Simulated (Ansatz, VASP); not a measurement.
PbO in VASP and in Ansatz

INCAR

```
  ALGO = Normal
  EDIFF = 1E-6
  ENCUT = 520
  GGA = PE
  ISIF = 2
  ISMEAR = 0
  LASPH = T
  LCHARG = F
  LREAL = F
  LWAVE = F
  NBANDS = 28
  NELM = 100
  PREC = Accurate
  SIGMA = 0.05
```

File KPOINTS:

```
k-points
0
Gamma
  8 8 6
```

File POSCAR:

```
PbO
1.0
    4.1731200000      0.0000000000      0.0000000000
    0.0000000000      4.1731200000      0.0000000000
    0.0000000000      0.0000000000      5.0220000000
Pb O
2 2
Direct
    0.0000000000      0.5000000000      0.2351000000
    0.5000000000      0.0000000000      0.7649000000
    0.0000000000      0.0000000000      0.0000000000
    0.5000000000      0.5000000000      0.0000000000
```

Input for Ansatz:

```yaml
crystal:
  lattice:
    - [4.17312, 0.0, 0.0]
    - [0.0, 4.17312, 0.0]
    - [0.0, 0.0, 5.022]
  atoms:
    - { symbol: Pb, position: [0.0, 0.5, 0.2351] }
    - { symbol: Pb, position: [0.5, 0.0, 0.7649] }
    - { symbol: O, position: [0.0, 0.0, 0.0] }
    - { symbol: O, position: [0.5, 0.5, 0.0] }
basis:
  ecutwfc: 420
kpoints:
  mp_grid: { grid: [8, 8, 6] }
hamiltonian:
  xc: pbe
scf:
  occupations: { method: gaussian, width: 0.05 }
output:
  forces: true
  stress: true
  eigenvalues: true
```

Change from the starting cell: strain +0.050 along x and y, +0.000 along z, atoms carried along.

Alike in both runs: task single point; functional PBE; k mesh 8 × 8 × 6; occupations gaussian, width 0.05 eV; no spin polarisation.

|  | VASP | Ansatz |
| --- | --- | --- |
| version | VASP 6.6.1 | Ansatz 0.2.0 |
| potentials or method | VASP PAW PBE potentials, release 64 (Pb_d, O), cutoff 520 eV | scalar-relativistic, plane waves, PAW |
| valence electrons in the cell | 40 | 40 |

|  | VASP | Ansatz | Ansatz less VASP |
| --- | --- | --- | --- |
| gap on the k mesh at the Fermi level (eV) | 1.47 | 1.46 | -0.004 |
| least direct gap on the mesh (eV) | 2.05 | 2.07 | +0.022 |
| pressure (GPa) | -2.9 | -2.9 | -0.02 |
| traceless stress, the component that is largest in VASP (GPa) | 1.43 | 1.45 | +0.020 |
| rms of the force components (eV/Å) | 0.221 | 0.233 | +0.0121 |

Atom by atom the forces differ by 0.012 eV/Å (rms over components).

Spin-orbit coupling is off throughout.
